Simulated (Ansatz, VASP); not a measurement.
# ZnCu in VASP and in Ansatz

```
Zn Cu
1.0
     3.00390    0.00000    0.00000
     0.00000    3.00390    0.00000
     0.00000    0.00000    2.94500
Zn Cu
1 1
Direct
  0.50000 0.50000 0.50000
  0.00000 0.00000 0.00000
```

Change from the starting cell: equal xx and yy strain of +2 %.

Alike in both runs: task single point; functional PBEsol; k mesh 14 × 14 × 14; occupations fermi-dirac, width 0.05 eV; no spin polarisation.

```csv
,VASP,Ansatz
version,VASP 6.6.1,Ansatz 0.2.0
potentials or method,"VASP PAW PBE potentials, release 64 (Zn, Cu), cutoff 520 eV","all-electron LAPW, scalar-relativistic"
```

Ansatz gave:

| Quantity | Value |
| --- | --- |
| pressure (GPa) | -8.8 |
| traceless stress, the component that is largest in VASP (GPa) | 0.52 |

Problem. Which values does VASP return?

Solution. Pressure (GPa): -8.2; traceless stress, the component that is largest in VASP (GPa): 0.55.

VASP's potentials were made for PBE, not for PBEsol. Ansatz ran all-electron here, and VASP with PAW potentials.
